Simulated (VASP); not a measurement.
A run of VASP 6.6.1 is set up as follows.

Contents of INCAR:

```
  ALGO = Normal
  DIPOL = 0.5 0.5 0.500
  EDIFF = 1E-6
  ENCUT = 520
  GGA = PE
  IDIPOL = 3
  ISIF = 2
  ISMEAR = 0
  LASPH = True
  LCHARG = True
  LDIPOL = True
  LELF = True
  LREAL = False
  LVACPOTAV = True
  LVHAR = True
  LWAVE = False
  NBANDS = 59
  NELM = 100
  PREC = Accurate
  SIGMA = 0.1
```

Contents of KPOINTS:

```
k-points
0
Gamma
  9 9 1
```

POSCAR

```
Bi2Te3
1.0
    4.4688131177      0.0000000000      0.0000000000
   -2.2344065589      3.8701056847      0.0000000000
    0.0000000000      0.0000000000     32.4659178032
Bi Te
4 6
Direct
    0.6666666667      0.3333333333      0.2310114886
    0.0000000000      0.0000000000      0.4653881449
    0.3333333333      0.6666666667      0.5346118551
    0.6666666667      0.3333333333      0.7689885114
    0.0000000000      0.0000000000      0.2861947480
    0.3333333333      0.6666666667      0.3482002753
    0.6666666667      0.3333333333      0.4102045613
    0.6666666667      0.3333333333      0.5897951145
    0.0000000000      0.0000000000      0.6518006418
    0.3333333333      0.6666666667      0.7138049278
```

Potentials or basis: VASP PAW PBE potentials, release 64 (Bi_d, Te).

Launch:

```sh
$ cat potpaw_PBE.64/Bi_d/POTCAR potpaw_PBE.64/Te/POTCAR > POTCAR
$ mpirun -np 1 vasp_std > vasp.out
```

What does it give for the largest force?

0.336 eV/Å.

Predict the band gap on the k mesh.

zero (bands 48 and 49 overlap by 0.13 eV).

Forces on the atoms (eV/Å):
```
Bi   0.000  0.000  0.336
Bi   0.000  0.000 -0.163
Bi   0.000  0.000  0.163
Bi   0.000  0.000 -0.336
Te   0.000  0.000 -0.324
Te   0.000  0.000 -0.041
Te   0.000  0.000  0.147
Te   0.000  0.000 -0.147
Te   0.000  0.000  0.041
Te   0.000  0.000  0.324
```

Caveat: spin-orbit coupling is left out, which moves the levels of the heavy elements.
